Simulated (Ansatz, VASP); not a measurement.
# SiW: VASP beside Ansatz

File INCAR:

```
PREC = Accurate ; ENCUT = 520
EDIFF = 1E-7 ; ISMEAR = -1
SIGMA = 0.08 ; LREAL = F
LASPH = T ; NELM = 80
ALGO = Normal ; ISIF = 2
LWAVE = F ; LCHARG = F
GGA = PE ; NBANDS = 16
```

Contents of KPOINTS:

```
regular mesh
0
Gamma
  11 11 11
```

POSCAR

```
SiW
1.0
    0.0000000000      2.5919829552      2.5919829552
    2.5919829552      0.0000000000      2.5919829552
    2.5919829552      2.5919829552      0.0000000000
W Si
1 1
Direct
    0.0000000000      0.0000000000      0.0000000000
    0.2500000000      0.2500000000      0.2500000000
```

Input for Ansatz:

```yaml
crystal:
  lattice:
    - [0.0, 2.5919829552, 2.5919829552]
    - [2.5919829552, 0.0, 2.5919829552]
    - [2.5919829552, 2.5919829552, 0.0]
  atoms:
    - { symbol: W, position: [0.0, 0.0, 0.0] }
    - { symbol: Si, position: [0.25, 0.25, 0.25] }
kpoints:
  mp_grid: { grid: [11, 11, 11] }
scf:
  occupations: { method: fermi_dirac, width: 0.08 }
hamiltonian:
  xc: pbe
  pseudopotentials: { kind: all_electron, lapw: { basis_error: 0.001 } }
output:
  forces: true
  stress: true
  eigenvalues: true
  populations: true
```

Change from the starting cell: volume scaled by 0.8, LAPW.

Alike in both runs: task single point; functional PBE; k mesh 11 × 11 × 11; occupations fermi-dirac, width 0.08 eV; no spin polarisation.

```csv
,VASP,Ansatz
version,VASP 6.6.1,Ansatz 0.2.0
potentials or method,"VASP PAW PBE potentials, release 64 (W_sv, Si), cutoff 520 eV","all-electron LAPW, scalar-relativistic"
```

|  | VASP | Ansatz | Ansatz less VASP |
| --- | --- | --- | --- |
| pressure (GPa) | 38.2 | 37.8 | -0.39 |

Both programs put the cell under a high pressure, so it lies far from rest at this level. Ansatz ran all-electron here, and VASP with PAW potentials.

Neither program's run includes spin-orbit coupling.
